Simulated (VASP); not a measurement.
# Fe (Fd-3m) in VASP: single point with PBEsol

Aim: the single point of Fe with PBEsol.

Everything below comes from runs of VASP 6.6.1. Logs are shortened: lines on timing, memory, paths and dates and some standing lists are left out, and cuts for length are marked.

**1. The cell of the first run**

It takes space group Fd-3m (No. 227, cubic). Conventional cell: a = 4.868 Å, b = 4.868 Å, c = 4.868 Å, α = 90.00°, β = 90.00°, γ = 90.00°. Within 2.8 Å of Fe (site symmetry -43m) lie 4 Fe at 2.11 Å.

This isn't the form of Fe at room conditions, which is bcc.

**2. Single point, PBEsol, collinear spin, antiferromagnetic start (14.42 Å³/atom)**

INCAR

```
SYSTEM = Fe
PREC = Accurate ; ENCUT = 690
EDIFF = 1E-6 ; ISMEAR = -1
SIGMA = 0.05 ; LREAL = .FALSE.
LASPH = .TRUE. ; NELM = 200
ALGO = Normal ; ISIF = 2
LWAVE = .FALSE. ; LCHARG = .TRUE.
ISPIN = 2 ; MAGMOM = 2.5 -2.5
LORBIT = 11 ; LMAXMIX = 4
GGA = PS ; LELF = .TRUE.
LVHAR = .TRUE. ; NBANDS = 27
GGA_COMPAT = .FALSE.
```

KPOINTS

```
regular mesh
0
G
  13 13 13
  0 0 0
```

POSCAR

```
Fe
1.0
    0.0000000000      2.4340211411      2.4340211411
    2.4340211411      0.0000000000      2.4340211411
    2.4340211411      2.4340211411      0.0000000000
Fe
2
Direct
    0.1250000000      0.1250000000      0.1250000000
    0.8750000000      0.8750000000      0.8750000000
```

Potentials or basis: VASP PAW PBE potentials, release 64 (Fe_sv).

The run is started by

```bash
cat potpaw_PBE.64/Fe_sv/POTCAR > POTCAR
mpirun -np 1 vasp_std > vasp.out
```

OUTCAR:

```text
SYSTEM = Fe
   PREC = Accurate
   ENCUT = 690
   EDIFF = 1E-6
   ISMEAR = -1
   LREAL = .FALSE.
   LASPH = .TRUE.
   NELM = 200
   ISIF = 2
   ISPIN = 2
   LORBIT = 11
   GGA = PS

 ion  position               nearest neighbor table
   1  0.125  0.125  0.125-   2 2.11   2 2.11   2 2.11   2 2.11
   2  0.875  0.875  0.875-   1 2.11   1 2.11   1 2.11   1 2.11

  LATTYP: Found a face centered cubic cell.
 ALAT       =     4.8680422822

  Lattice vectors:

 A1 = (   0.0000000000,   2.4340211411,   2.4340211411)
 A2 = (   2.4340211411,   0.0000000000,   2.4340211411)
 A3 = (   2.4340211411,   2.4340211411,   0.0000000000)

Analysis of symmetry for initial positions (statically):
=====================================================================
 Subroutine PRICEL returns:
 Original cell was already a primitive cell.

 Routine SETGRP: Setting up the symmetry group for a
 face centered cubic supercell.

 Subroutine GETGRP returns: Found 48 space group operations
 (whereof 12 operations were pure point group operations)
 out of a pool of 48 trial point group operations.

The static configuration has the point symmetry D_3d.
 The point group associated with its full space group is O_h .

Analysis of symmetry for dynamics (positions and initial velocities):
=====================================================================
 Subroutine PRICEL returns:
 Original cell was already a primitive cell.

 Routine SETGRP: Setting up the symmetry group for a
 face centered cubic supercell.

 Subroutine GETGRP returns: Found 48 space group operations
 (whereof 12 operations were pure point group operations)
 out of a pool of 48 trial point group operations.

The dynamic configuration has the point symmetry D_3d.
 The point group associated with its full space group is O_h .

Analysis of structural, dynamic, and magnetic symmetry:
=====================================================================
 Subroutine PRICEL returns:
 Original cell was already a primitive cell.

 Routine SETGRP: Setting up the symmetry group for a
 face centered cubic supercell.

 Subroutine GETGRP returns: Found 48 space group operations
 (whereof 12 operations were pure point group operations)
 out of a pool of 48 trial point group operations.

The overall configuration has the point symmetry D_3d.
 The point group associated with its full space group is O_h .

 Subroutine INISYM returns: Found 48 space group operations
 (whereof 12 operations are pure point group operations),
 and found     1 'primitive' translations

----------------------------------------------------------------------------------------

                                     Primitive cell

  volume of cell :      28.8405
[... 115 lines left out ...]
   LHFCALC =     F    Hartree Fock is set to
   AEXX    =    0.0000 exact exchange contribution
   IVDW    =     0    specifies the selected vdW correction
   LEPSILON=     F    determine dielectric tensor
   LRPA    =     F    only Hartree local field effects (RPA)
 spin polarized calculation
  energy-cutoff  :      690.00
  volume of cell :       28.84
 maximum number of plane-waves:      1243
 NGX is ok and might be reduce to    30
   NGX = 15   NGY = 15   NGZ = 15

 number of electron      32.0000003 magnetization       0.0000000

 number of electron      32.0000003 magnetization      -0.0000000

 Free energy of the ion-electron system (eV)
  ---------------------------------------------------
  ext. energy  EPLUGINS =         0.00000000
  ---------------------------------------------------
  free energy    TOTEN  =       -15.44931559 eV

  energy without entropy =      -15.42903282  energy(sigma->0) =      -15.43917421

 E-fermi :   8.3891     XC(G=0): -12.1878

 val. band max:        8.3881728029   @ k =   0.3846   0.0000   0.0000
 cond. band min:       8.4076854478   @ k =   0.2308   0.2308   0.0000
 fundamental gap:      0.0195126449
 Fermi energy:         8.3891041033

 spin component 1

 k-point     1 :       0.0000    0.0000    0.0000
  band No.  band energies     occupation
      1     -78.4426      1.00000
      2     -78.0376      1.00000
      3     -44.7696      1.00000
      4     -44.7696      1.00000
      5     -44.7696      1.00000
      6     -44.1650      1.00000
[... 709 lines left out ...]
     26      26.6717      0.00000
     27      28.3873      0.00000

 [... further k-points ...]

 spin component 2

 k-point     1 :       0.0000    0.0000    0.0000
  band No.  band energies     occupation
      1     -78.4426      1.00000
      2     -78.0376      1.00000
      3     -44.7696      1.00000
      4     -44.7696      1.00000
      5     -44.7696      1.00000
      6     -44.1650      1.00000
[... 709 lines left out ...]
     26      26.6717      0.00000
     27      28.3873      0.00000

 [... further k-points ...]

------------------------ aborting loop because EDIFF is reached ----------------------------------------

  FORCE on cell =-STRESS in cart. coord.  units (eV):
  Direction    XX          YY          ZZ          XY          YZ          ZX
  --------------------------------------------------------------------------------------
  -------------------------------------------------------------------------------------
  Total       -1.3021695     -1.3021695     -1.3021695      0.0000000      0.0000000      0.0000000
  in kB      -72.3394282    -72.3394282    -72.3394282      0.0000000      0.0000000      0.0000000
  external PRESSURE =     -72.3394282 kB  Pullay stress =       0.0000000 kB

 VOLUME and BASIS-vectors are now :
 -----------------------------------------------------------------------------
  energy-cutoff  :      690.00
  volume of cell :       28.84
      direct lattice vectors                 reciprocal lattice vectors
     0.000000000  2.434021141  2.434021141    -0.205421387  0.205421387  0.205421387
     2.434021141  0.000000000  2.434021141     0.205421387 -0.205421387  0.205421387
     2.434021141  2.434021141  0.000000000     0.205421387  0.205421387 -0.205421387

 POSITION                                       TOTAL-FORCE (eV/Angst)
 -----------------------------------------------------------------------------------
      0.60851      0.60851      0.60851         0.000000      0.000000      0.000000
      4.25954      4.25954      4.25954        -0.000000     -0.000000     -0.000000
 -----------------------------------------------------------------------------------
    total drift:                               -0.000000      0.000000      0.000000

  FREE ENERGIE OF THE ION-ELECTRON SYSTEM (eV)
  ---------------------------------------------------
  free  energy   TOTEN  =       -15.4493155942 eV

  energy  without entropy=      -15.4290328248  energy(sigma->0) =      -15.43917421

 total charge

# of ion       s       p       d       tot
------------------------------------------
    1        2.239   6.016   5.653  13.909
    2        2.239   6.016   5.653  13.909
--------------------------------------------------
tot          4.479  12.032  11.307  27.818

 magnetization (x)

# of ion       s       p       d       tot
------------------------------------------
    1        0.000   0.000   0.000   0.000
    2       -0.000  -0.000  -0.000  -0.000
--------------------------------------------------
tot          0.000   0.000   0.000   0.000
```

OSZICAR:

```text
N       E                     dE             d eps       ncg     rms          rms(c)
DAV:   1     0.756280710662E+03    0.75628E+03   -0.22354E+04  9096   0.221E+03
DAV:   2     0.377798514478E+02   -0.71850E+03   -0.68858E+03  9072   0.712E+02
DAV:   3    -0.146438521030E+02   -0.52424E+02   -0.51072E+02  9803   0.245E+02
DAV:   4    -0.164721148537E+02   -0.18283E+01   -0.18269E+01 10994   0.576E+01
DAV:   5    -0.165589931552E+02   -0.86878E-01   -0.86874E-01 10695   0.120E+01    0.183E+01
DAV:   6    -0.157084678241E+02    0.85053E+00   -0.99074E+00 10150   0.629E+01    0.112E+01
DAV:   7    -0.153441506043E+02    0.36432E+00   -0.19922E+00 10128   0.288E+01    0.356E+00
DAV:   8    -0.154051533820E+02   -0.61003E-01   -0.68139E-02 14031   0.483E+00    0.215E+00
DAV:   9    -0.154418615223E+02   -0.36708E-01   -0.57504E-02 17924   0.620E+00    0.100E+00
DAV:  10    -0.154488665439E+02   -0.70050E-02   -0.22749E-02 18093   0.362E+00    0.155E-01
DAV:  11    -0.154492628714E+02   -0.39633E-03   -0.40266E-03  9700   0.662E-01    0.859E-02
DAV:  12    -0.154492982513E+02   -0.35380E-04   -0.12776E-04 17500   0.339E-01    0.592E-02
DAV:  13    -0.154493137535E+02   -0.15502E-04   -0.45184E-05 13661   0.117E-01    0.242E-02
DAV:  14    -0.154493150659E+02   -0.13124E-05   -0.50184E-06 10570   0.739E-02    0.679E-03
DAV:  15    -0.154493155942E+02   -0.52828E-06   -0.38969E-06  7867   0.236E-02
   1 F= -.15449316E+02 E0= -.15439174E+02  d E =-.202828E-01  mag=     0.0000
```

It took 3.4 min on 1 thread of Intel Xeon Platinum 8259CL at 2.50GHz (Skylake/Cascade Lake), shared host; peak memory 0.28 GiB.

Results:

```
Free energy                                           : -15.4493 eV
Pressure                                              : -7.2 GPa
Band gap on the k mesh                                : zero (filled and empty bands overlap)
Net moment                                            : 0.00 μB per cell
Valence electrons inside the program's atomic spheres : Fe 13.91
```

Caveat: the cell stands under tension; the moments typed at the start vanished in this run; the PAW data sets were made with another functional, which shifts forces and pressure a little.
